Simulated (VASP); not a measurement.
Set up this calculation in VASP 6.6.1, as the native input.

```yaml
Task: single point
Functional: PBE
Potentials_or_basis: VASP PAW PBE potentials, release 64 (Hf_pv, O)
Cutoff: 520 eV
k_mesh: 4 × 4 × 2
Occupations: gaussian, width 0.01 eV
Spin: no spin polarisation
Dipole_correction: no
Further_INCAR_settings: ALGO = Normal; EDIFF = 1e-06; NBANDS = 31
```

The structure of HfO2 lies in POSCAR:

```
HfO2
1.0
    3.5580193300      0.0000000000      0.0000000000
    0.0000000000      3.5580193300      0.0000000000
    0.0000000000      0.0000000000      5.1718612100
Hf O
2 4
Direct
    0.5000000000      0.5000000000      0.5000000000
    0.0000000000      0.0000000000      0.0000000000
    0.0000000000      0.5000000000      0.6972078800
    0.5000000000      0.0000000000      0.8027921200
    0.5000000000      0.0000000000      0.3027921200
    0.0000000000      0.5000000000      0.1972078800
```

These files were run (other wordings do the same):

INCAR

```
PREC     = Accurate       # precision mode
ENCUT    = 520            # plane-wave cutoff, eV
EDIFF    = 1E-6           # SCF threshold, eV
ISMEAR   = 0              # smearing method
SIGMA    = 0.01           # smearing width, eV
LREAL    = False          # projectors in reciprocal space
LASPH    = True           # aspherical terms in the spheres
NELM     = 80             # most SCF steps
ALGO     = Normal         # electronic algorithm
ISIF     = 2              # what is computed and relaxed
LWAVE    = False          # write WAVECAR
LCHARG   = True           # write CHGCAR
GGA      = PE             # functional
LELF     = True           # ELF
LVHAR    = True         
NBANDS   = 31             # bands
```

KPOINTS

```
regular mesh
0
Gamma
  4 4 2
```

Potentials or basis: VASP PAW PBE potentials, release 64 (Hf_pv, O).

Launch:

```console
$ cat potpaw_PBE.64/Hf_pv/POTCAR potpaw_PBE.64/O/POTCAR > POTCAR
$ mpirun -np 1 vasp_std > vasp.out
```

Results of the run:

| Property | Result |
| --- | --- |
| Pressure | 6.6 GPa |
| Largest force | 0.081 eV/Å |
| Band gap on the k mesh | 4.75 eV (least direct gap 4.83 eV) |

Caveat: the k points lie up to 0.61 Å⁻¹ apart; spin-orbit coupling is left out, which moves the levels of the heavy elements.

Run time: 37 s on 1 thread of Intel Xeon 8259CL, with other jobs on the host, peak memory 0.18 GiB.
